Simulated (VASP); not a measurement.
## SrCl2: single point with r2SCAN

Crystal: SrCl2.

```
CELL_PARAMETERS angstrom
0.00000 3.49765 3.49765
3.49765 0.00000 3.49765
3.49765 3.49765 0.00000
ATOMIC_POSITIONS crystal
Sr 0.00000 0.00000 0.00000
Cl 0.25000 0.25000 0.25000
Cl 0.75000 0.75000 0.75000
```

```json
{"Program": "VASP 6.6.1", "Task": "single point", "Functional": "r2SCAN", "Potentials or basis": "VASP PAW PBE potentials, release 64 (Sr_sv, Cl)", "Cutoff": "550 eV", "k mesh": "4 × 4 × 4, shifted", "Occupations": "gaussian, width 0.01 eV", "Spin": "no spin polarisation", "Dipole correction": "no", "Further INCAR settings": "ALGO = Normal; EDIFF = 1e-06; NBANDS = 19; ISYM = 0"}
```

```json
{
  "Pressure": "0.1 GPa",
  "Band gap on the k mesh": "6.31 eV"
}
```

Levels at points of the mesh, in eV from the valence-band top:
```tsv
k point	band 10	band 11	band 12	band 13	band 14	band 15
(0.00, 0.00, 0.12)	-0.39	-0.30	-0.30	6.41	6.94	6.94
```

Wall time 19 min on 1 thread of Intel Xeon 8259CL, with other jobs on the host, peak memory 0.4 GiB.

Caveat: the PAW data sets were made with another functional, which shifts forces and pressure a little; a shifted mesh leaves out Γ, where band edges can lie. A k mesh can miss the band edges.
